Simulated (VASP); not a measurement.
# AlN (I4/mmm) in VASP: notebook

AlN is run at these levels: PBE, r2SCAN; tasks: single point.

All numbers are computed with VASP 6.6.1; they aren't measurements. Logs are shortened: lines on timing, memory, paths and dates and some standing lists are left out, and cuts for length are marked.

## Step 1: The cell of the first run

The structure is tetragonal, space group I4/mmm (No. 139). Conventional cell: a = 2.941 Å, b = 2.941 Å, c = 3.952 Å, α = 90.00°, β = 90.00°, γ = 90.00°. Al (site symmetry 4/mmm) has 6 N at 1.98 to 2.08 Å within 2.6 Å. Within 2.6 Å of N (site symmetry 4/mmm) lie 6 Al at 1.98 to 2.08 Å.

## Step 2: Single point, PBE (epitaxial xy strain +3.0%)

INCAR

```
SYSTEM = AlN
ALGO = Normal
EDIFF = 1E-6
ENCUT = 520
GGA = PE
ISIF = 2
ISMEAR = 0
LASPH = .TRUE.
LCHARG = .FALSE.
LREAL = .FALSE.
LWAVE = .FALSE.
NBANDS = 11
NELM = 100
PREC = Accurate
SIGMA = 0.01
```

KPOINTS

```
k-points
0
G
  6 6 6
  0 0 0
```

POSCAR

```
AlN
1.0
    0.0000000000      2.0794345057      1.9759146328
    2.0794345057      0.0000000000      1.9759146328
    2.0794345057      2.0794345057      0.0000000000
Al N
1 1
Direct
    0.0000000000      0.0000000000      0.0000000000
    0.5000000000      0.5000000000      0.5000000000
```

Potentials or basis: VASP PAW PBE potentials, release 64 (Al, N).

The run is started by

```
$ cat potpaw_PBE.64/Al/POTCAR potpaw_PBE.64/N/POTCAR > POTCAR
$ mpirun -np 1 vasp_std > vasp.out
```

OUTCAR:

```text
SYSTEM = AlN
   EDIFF = 1E-6
   ENCUT = 520
   GGA = PE
   ISIF = 2
   ISMEAR = 0
   LASPH = .TRUE.
   LREAL = .FALSE.
   NELM = 100
   PREC = Accurate

 ion  position               nearest neighbor table
   1  0.000  0.000  0.000-   2 1.98   2 1.98   2 2.08   2 2.08   2 2.08   2 2.08
   2  0.500  0.500  0.500-   1 1.98   1 1.98   1 2.08   1 2.08   1 2.08   1 2.08

  LATTYP: Found a body centered tetragonal cell.
 ALAT       =     2.9407644800
 C/A-ratio  =     1.3438101869

  Lattice vectors:

 A1 = (   0.0000000000,  -2.0794345057,  -1.9759146328)
 A2 = (   0.0000000000,   2.0794345057,  -1.9759146328)
 A3 = (   2.0794345057,   0.0000000000,   1.9759146328)

Analysis of symmetry for initial positions (statically):
=====================================================================
 Subroutine PRICEL returns:
 Original cell was already a primitive cell.

 Routine SETGRP: Setting up the symmetry group for a
 body centered tetragonal supercell.

 Subroutine GETGRP returns: Found 16 space group operations
 (whereof 16 operations were pure point group operations)
 out of a pool of 16 trial point group operations.

The static configuration has the point symmetry D_4h.

Analysis of symmetry for dynamics (positions and initial velocities):
=====================================================================
 Subroutine PRICEL returns:
 Original cell was already a primitive cell.

 Routine SETGRP: Setting up the symmetry group for a
 body centered tetragonal supercell.

 Subroutine GETGRP returns: Found 16 space group operations
 (whereof 16 operations were pure point group operations)
 out of a pool of 16 trial point group operations.

The dynamic configuration has the point symmetry D_4h.

 Subroutine INISYM returns: Found 16 space group operations
 (whereof 16 operations are pure point group operations),
 and found     1 'primitive' translations

----------------------------------------------------------------------------------------

                                     Primitive cell

  volume of cell :      17.0879

  direct lattice vectors                    reciprocal lattice vectors
     0.000000000  2.079434506  1.975914633    -0.240449987  0.240449987  0.253047369
     2.079434506  0.000000000  1.975914633     0.240449987 -0.240449987  0.253047369
     2.079434506  2.079434506  0.000000000     0.240449987  0.240449987 -0.253047369

  length of vectors
     2.868498998  2.868498998  2.940764480     0.423869513  0.423869513  0.423869513

  position of ions in fractional coordinates (direct lattice)
     0.000000000  0.000000000  0.000000000
     0.500000000  0.500000000  0.500000000

  ion indices of the primitive-cell ions
   primitive index   ion index
                 1           1
                 2           2

----------------------------------------------------------------------------------------

 KPOINTS: k-points

Automatic generation of k-mesh.
 Grid dimensions read from file:
 generate k-points for:    6    6    6

 Generating k-lattice:

  Cartesian coordinates                     Fractional coordinates (reciprocal lattice)
    -0.040074998  0.040074998  0.042174562     0.166666667  0.000000000  0.000000000
     0.040074998 -0.040074998  0.042174562     0.000000000  0.166666667  0.000000000
     0.040074998  0.040074998 -0.042174562    -0.000000000 -0.000000000  0.166666667

  Length of vectors
     0.070644919  0.070644919  0.070644919

  Shift w.r.t. Gamma in fractional coordinates (k-lattice)
     0.000000000  0.000000000  0.000000000

 Subroutine IBZKPT returns following result:
 ===========================================

 Found     30 irreducible k-points:

 Following reciprocal coordinates:
            Coordinates               Weight
  0.000000  0.000000  0.000000      1.000000
  0.166667  0.000000  0.000000      8.000000
  0.333333  0.000000  0.000000      8.000000
  0.500000  0.000000  0.000000      4.000000
  0.166667  0.166667  0.000000      2.000000
  0.333333  0.166667  0.000000      8.000000
[... 16 lines left out ...]
  0.333333  0.000000  0.333333      4.000000
  0.500000  0.000000  0.333333     16.000000
 [... further k-points ...]
   k-points           NKPTS =     30   k-points in BZ     NKDIM =     30   number of bands    NBANDS=     11
   number of dos      NEDOS =    301   number of ions     NIONS =      2
   total plane-waves  NPLWV =  13824
   dimension x,y,z NGX =    24 NGY =   24 NGZ =   24
   dimension x,y,z NGXF=    48 NGYF=   48 NGZF=   48
   ions per type =               1   1
   NGX,Y,Z   is equivalent  to a cutoff of  13.91, 13.91, 13.57 a.u.
   NGXF,Y,Z  is equivalent  to a cutoff of  27.82, 27.82, 27.14 a.u.
 SYSTEM =  AlN
   PREC   = accura    normal or accurate (medium, high low for compatibility)
   ISTART =      0    job   : 0-new  1-cont  2-samecut
   ICHARG =      2    charge: 1-file 2-atom 10-const
   ISPIN  =      1    spin polarized calculation?
   LNONCOLLINEAR =      F non collinear calculations
   LSORBIT =      F    spin-orbit coupling
   LASPH  =      T    aspherical Exc in radial PAW
   ENCUT  =  520.0 eV  38.22 Ry    6.18 a.u.   5.33  5.33  5.47*2*pi/ulx,y,z
   NELM   =    100;   NELMIN=  2; NELMDL= -5     # of ELM steps
   EDIFF  = 0.1E-05   stopping-criterion for ELM
   LREAL  =      F    real-space projection
   EDIFFG = 0.1E-04   stopping-criterion for IOM
   NSW    =      0    number of steps for IOM
   IBRION =     -1    ionic relax: 0-MD 1-quasi-New 2-CG
   NFREE  =      0    steps in history (QN), initial steepest desc. (CG)
   ISIF   =      2    stress and relaxation
   ISYM   =      2    0-nonsym 1-usesym 2-fastsym
   POTIM  = 0.5000    time-step for ionic-motion
   TEBEG  =    0.0;   TEEND  =   0.0 temperature during run
   PSTRESS=    0.0 pullay stress
   NELECT =       8.0000    total number of electrons
   NUPDOWN=      -1.0000    fix difference up-down
   EMIN   =  10.00;   EMAX   =-10.00  energy-range for DOS
   EFERMI =   0.00;   METHOD = LEGACY
   ISMEAR =     0;   SIGMA  =   0.01  broadening in eV -4-tet -1-fermi 0-gaus
   EFERMI_NEDOS =   21; number of points for ismear=-14 and -15
   IALGO  =     38    algorithm
   IMIX   =      4    mixing-type and parameters
     AMIX     =   0.40;   BMIX     =  1.00
     AMIX_MAG =   1.60;   BMIX_MAG =  1.00
  volume/ion in A,a.u.               =       8.54        57.66
  Fermi-wavevector in a.u.,A,eV,Ry     =   1.271185  2.402190 21.985792  1.615910
  Thomas-Fermi vector in A             =   2.404131
   LORBIT       =      0    0 simple, 1 ext, 2 COOP (PROOUT), +10 PAW based schemes
   GGA     = PE    functional components
   LHFCALC =     F    Hartree Fock is set to
   AEXX    =    0.0000 exact exchange contribution
   IVDW    =     0    specifies the selected vdW correction
   LEPSILON=     F    determine dielectric tensor
   LRPA    =     F    only Hartree local field effects (RPA)
 non-spin polarized calculation
 Gauss-broadening in eV      SIGMA  =   0.01
  energy-cutoff  :      520.00
  volume of cell :       17.09
 maximum number of plane-waves:       471
 NGX is ok and might be reduce to    24
   NGX = 11   NGY = 11   NGZ = 11

 number of electron       8.0000001 magnetization

 Free energy of the ion-electron system (eV)
  ---------------------------------------------------
  ext. energy  EPLUGINS =         0.00000000
  ---------------------------------------------------
  free energy    TOTEN  =       -14.51519834 eV

  energy without entropy =      -14.51519834  energy(sigma->0) =      -14.51519834

 E-fermi :   9.7813     XC(G=0): -12.1245

 val. band max:        9.6604433449   @ k =   0.0000   0.0000   0.0000
 cond. band min:      13.5716411605   @ k =   0.5000   0.5000   0.0000
 fundamental gap:      3.9111978156
 Fermi energy:         9.7812608260

 k-point     1 :       0.0000    0.0000    0.0000
  band No.  band energies     occupation
      1      -7.7235      2.00000
      2       9.2646      2.00000
      3       9.6604      2.00000
      4       9.6604      2.00000
      5      14.7008      0.00000
      6      21.4021      0.00000
      7      21.4021      0.00000
      8      22.0617      0.00000
      9      26.2640      0.00000
     10      26.6807      0.00000
     11      27.1265      0.00000

 k-point     2 :       0.1667    0.0000    0.0000
  band No.  band energies     occupation
      1      -7.1791      2.00000
      2       7.1421      2.00000
      3       9.1846      2.00000
      4       9.2999      2.00000
      5      15.9349      0.00000
      6      20.1225      0.00000
      7      21.6845      0.00000
      8      22.4256      0.00000
      9      24.4168      0.00000
     10      25.1228      0.00000
     11      27.1219      0.00000

 k-point     3 :       0.3333    0.0000    0.0000
  band No.  band energies     occupation
      1      -5.7335      2.00000
      2       3.4451      2.00000
      3       8.6872      2.00000
      4       8.7709      2.00000
      5      15.7676      0.00000
      6      20.3580      0.00000
      7      21.1941      0.00000
      8      21.6426      0.00000
      9      25.6316      0.00000
     10      27.1189      0.00000
     11      27.1969      0.00000

 k-point     4 :       0.5000    0.0000    0.0000
  band No.  band energies     occupation
      1      -4.5951      2.00000
      2       1.4407      2.00000
      3       8.4201      2.00000
      4       8.5893      2.00000
      5      15.3864      0.00000
      6      19.7215      0.00000
      7      20.9752      0.00000
      8      22.2922      0.00000
      9      25.3016      0.00000
     10      29.8597      0.00000
     11      29.9039      0.00000
[... 239 lines left out ...]
 k-point    22 :      -0.3333    0.5000    0.1667
  band No.  band energies     occupation
      1      -3.4100      2.00000
      2       3.2301      2.00000
      3       4.9794      2.00000
      4       5.9603      2.00000
      5      15.8089      0.00000
      6      17.3922      0.00000
      7      22.1290      0.00000
      8      22.6054      0.00000
      9      26.6689      0.00000
     10      30.7852      0.00000
     11      34.1135      0.00000

 k-point    23 :       0.3333    0.0000    0.3333
  band No.  band energies     occupation
      1      -5.2104      2.00000
      2       4.1768      2.00000
      3       7.1441      2.00000
      4       7.7562      2.00000
      5      15.5035      0.00000
      6      15.9944      0.00000
      7      21.2246      0.00000
      8      24.6991      0.00000
      9      26.0062      0.00000
     10      30.4579      0.00000
     11      33.7002      0.00000

 k-point    24 :       0.5000    0.0000    0.3333
  band No.  band energies     occupation
      1      -4.1016      2.00000
      2       3.0014      2.00000
      3       5.6378      2.00000
      4       7.3202      2.00000
      5      15.1143      0.00000
      6      17.2451      0.00000
      7      21.7663      0.00000
      8      24.4188      0.00000
      9      26.1685      0.00000
     10      32.4889      0.00000
     11      33.6883      0.00000

 [... further k-points ...]
[... 5 lines left out ...]
  --------------------------------------------------------------------------------------
  -------------------------------------------------------------------------------------
  Total       -0.7147219     -0.7147219      0.6789502      0.0000000      0.0000000      0.0000000
  in kB      -67.0129874    -67.0129874     63.6590019      0.0000000      0.0000000      0.0000000
  external PRESSURE =     -23.4556577 kB  Pullay stress =       0.0000000 kB

 VOLUME and BASIS-vectors are now :
 -----------------------------------------------------------------------------
  energy-cutoff  :      520.00
  volume of cell :       17.09
      direct lattice vectors                 reciprocal lattice vectors
     0.000000000  2.079434506  1.975914633    -0.240449987  0.240449987  0.253047369
     2.079434506  0.000000000  1.975914633     0.240449987 -0.240449987  0.253047369
     2.079434506  2.079434506  0.000000000     0.240449987  0.240449987 -0.253047369

 POSITION                                       TOTAL-FORCE (eV/Angst)
 -----------------------------------------------------------------------------------
      0.00000      0.00000      0.00000        -0.000000      0.000000     -0.000000
      2.07943      2.07943      1.97591         0.000000     -0.000000      0.000000
 -----------------------------------------------------------------------------------
    total drift:                               -0.000000     -0.000000      0.000000

  FREE ENERGIE OF THE ION-ELECTRON SYSTEM (eV)
  ---------------------------------------------------
  free  energy   TOTEN  =       -14.5151983430 eV

  energy  without entropy=      -14.5151983430  energy(sigma->0) =      -14.51519834
```

Wall time 2.6 s (1 thread of Intel Xeon 6975P-C (Granite Rapids), shared host); peak memory 0.13 GiB.

Results:

```yaml
Free_energy: -14.5152 eV
Pressure: -2.3 GPa
Band_gap_on_the_k_mesh: 3.91 eV, indirect (least direct gap 5.04 eV)
```

Levels at points of the mesh, in eV from the valence-band top:
```csv
k point,band 2,band 3,band 4,band 5,band 6,band 7
"(0.00, 0.00, 0.00)",-0.40,0.00,0.00,5.04,11.74,11.74
"(0.50, 0.00, 0.00)",-8.22,-1.24,-1.07,5.73,10.06,11.31
"(0.50, 0.50, 0.00)",-7.13,-3.08,-3.08,3.91,4.91,13.95
"(0.50, 0.00, 0.50)",-7.36,-3.03,-2.39,4.34,5.42,13.29
```

Caveat: the k points lie up to 0.44 Å⁻¹ apart; the cell differs from its parent crystal (epitaxial xy strain +3.0%). A k mesh can miss the band edges.

## Step 3: Single point, PBE (epitaxial xy strain +4.0%)

INCAR

```
ALGO = Normal
EDIFF = 1E-7
ENCUT = 520
GGA = PE
ISIF = 2
ISMEAR = 0
LASPH = T
LCHARG = T
LELF = T
LREAL = F
LVHAR = T
LWAVE = F
NBANDS = 11
NELM = 100
PREC = Accurate
SIGMA = 0.01
```

KPOINTS

```
k-points
0
Gamma
  6 6 6
```

POSCAR

```
AlN
1.0
    0.0000000000      2.0996231902      1.9631719216
    2.0996231902      0.0000000000      1.9631719216
    2.0996231902      2.0996231902      0.0000000000
Al N
1 1
Direct
    0.0000000000      0.0000000000      0.0000000000
    0.5000000000      0.5000000000      0.5000000000
```

Potentials or basis: VASP PAW PBE potentials, release 64 (Al, N).

The run is started by

```
$ cat potpaw_PBE.64/Al/POTCAR potpaw_PBE.64/N/POTCAR > POTCAR
$ mpirun -np 1 vasp_std > vasp.out
```

It took 3.1 s on 1 thread of Intel Xeon 6975P-C (Granite Rapids), shared host; peak memory 0.12 GiB.

The run converged. Its results:

- Free energy: -14.4935 eV
- Pressure: -4.5 GPa
- Band gap on the k mesh: 3.71 eV, indirect (least direct gap 4.80 eV)

Stress tensor (GPa, compression positive):
```
-9.96  0.00  0.00
 0.00 -9.96  0.00
 0.00  0.00  6.44
```

Levels at points of the mesh, in eV from the valence-band top:
| k point | band 2 | band 3 | band 4 | band 5 | band 6 | band 7 |
| --- | --- | --- | --- | --- | --- | --- |
| (0.00, 0.00, 0.00) | -0.53 | 0.00 | 0.00 | 4.80 | 11.62 | 11.62 |
| (0.50, 0.00, 0.00) | -8.18 | -1.29 | -1.08 | 5.56 | 9.77 | 11.45 |
| (0.50, 0.50, 0.00) | -7.04 | -3.16 | -3.16 | 3.71 | 4.80 | 13.89 |
| (0.50, 0.00, 0.50) | -7.33 | -3.10 | -2.25 | 4.25 | 5.47 | 13.02 |

Caveat: the k points lie up to 0.44 Å⁻¹ apart; the cell differs from its parent crystal (epitaxial xy strain +4.0%).

## Step 4: Single point, PBE (epitaxial xy strain +3.0%)

INCAR

```
SYSTEM = AlN
  PREC = Accurate
  ENCUT = 520
  EDIFF = 1E-6
  ISMEAR = -1
  SIGMA = 0.02
  LREAL = .FALSE.
  LASPH = .TRUE.
  NELM = 60
  ALGO = Normal
  ISIF = 2
  LWAVE = .FALSE.
  LCHARG = .FALSE.
  GGA = PE
  NBANDS = 11
```

KPOINTS

```
regular mesh
0
G
  10 10 10
  0 0 0
```

POSCAR

```
AlN
1.0
    0.0000000000      2.0794345057      1.9759146328
    2.0794345057      0.0000000000      1.9759146328
    2.0794345057      2.0794345057      0.0000000000
Al N
1 1
Direct
    0.0000000000      0.0000000000      0.0000000000
    0.5000000000      0.5000000000      0.5000000000
```

The run is started by

```
$ cat potpaw_PBE.64/Al/POTCAR potpaw_PBE.64/N/POTCAR > POTCAR
$ mpirun -np 1 vasp_std > vasp.out
```

Wall time 5.6 s (1 thread of Intel Xeon 6975P-C (Granite Rapids), shared host); peak memory 0.14 GiB.

The run converged. Its results:

* Free energy: -14.5204 eV
* Pressure: -2.3 GPa
* Band gap on the k mesh: 3.92 eV, indirect (least direct gap 5.04 eV)

Stress tensor (GPa, compression positive):
```
-6.70  0.00  0.00
 0.00 -6.70  0.00
 0.00  0.00  6.42
```

Levels at points of the mesh, in eV from the valence-band top:
| k point | band 1 | band 2 | band 3 | band 4 | band 5 | band 6 | band 7 | band 8 | band 9 |
| --- | --- | --- | --- | --- | --- | --- | --- | --- | --- |
| (0.00, 0.00, 0.00) | -17.38 | -0.40 | 0.00 | 0.00 | 5.04 | 11.75 | 11.75 | 12.41 | 16.61 |
| (0.50, 0.00, 0.00) | -14.25 | -8.22 | -1.24 | -1.07 | 5.73 | 10.07 | 11.32 | 12.63 | 15.65 |
| (0.50, 0.50, 0.00) | -13.07 | -7.13 | -3.08 | -3.08 | 3.92 | 4.92 | 13.95 | 16.26 | 16.26 |
| (0.50, 0.00, 0.50) | -13.46 | -7.36 | -3.03 | -2.39 | 4.34 | 5.42 | 13.29 | 15.97 | 17.63 |

Caveat: the cell differs from its parent crystal (epitaxial xy strain +3.0%). A k mesh can miss the band edges.

## Step 5: Single point, PBE (epitaxial xy strain +4.0%)

INCAR

```
PREC = Accurate
ENCUT = 520
EDIFF = 1E-6
ISMEAR = -1
SIGMA = 0.02
LREAL = F
LASPH = T
NELM = 60
ALGO = Normal
ISIF = 2
LWAVE = F
LCHARG = F
GGA = PE
NBANDS = 11
```

KPOINTS

```
Automatic mesh
0
Gamma
  10 10 10
```

POSCAR

```
AlN
1.0
    0.0000000000      2.0996231902      1.9631719216
    2.0996231902      0.0000000000      1.9631719216
    2.0996231902      2.0996231902      0.0000000000
Al N
1 1
Direct
    0.0000000000      0.0000000000      0.0000000000
    0.5000000000      0.5000000000      0.5000000000
```

The run is started by

```
$ cat potpaw_PBE.64/Al/POTCAR potpaw_PBE.64/N/POTCAR > POTCAR
$ mpirun -np 1 vasp_std > vasp.out
```

It took 5.5 s on 1 thread of Intel Xeon 6975P-C (Granite Rapids), shared host; peak memory 0.14 GiB.

It converged, with:

```
Free energy            : -14.4987 eV
Pressure               : -4.5 GPa
Band gap on the k mesh : 3.71 eV, indirect (least direct gap 4.80 eV)
```

Stress tensor (GPa, compression positive):
```
-9.96  0.00  0.00
 0.00 -9.96  0.00
 0.00  0.00  6.50
```

Levels at points of the mesh, in eV from the valence-band top:
| k point | band 1 | band 2 | band 3 | band 4 | band 5 | band 6 | band 7 | band 8 |
| --- | --- | --- | --- | --- | --- | --- | --- | --- |
| (0.00, 0.00, 0.00) | -17.31 | -0.53 | 0.00 | 0.00 | 4.80 | 11.62 | 11.62 | 12.48 |
| (0.50, 0.00, 0.00) | -14.24 | -8.18 | -1.29 | -1.08 | 5.57 | 9.77 | 11.45 | 12.38 |
| (0.50, 0.50, 0.00) | -13.00 | -7.04 | -3.16 | -3.16 | 3.71 | 4.80 | 13.89 | 15.93 |
| (0.50, 0.00, 0.50) | -13.50 | -7.33 | -3.10 | -2.25 | 4.25 | 5.47 | 13.02 | 15.55 |

Caveat: the cell differs from its parent crystal (epitaxial xy strain +4.0%). A k mesh can miss the band edges.

[end of part 1 of 2]
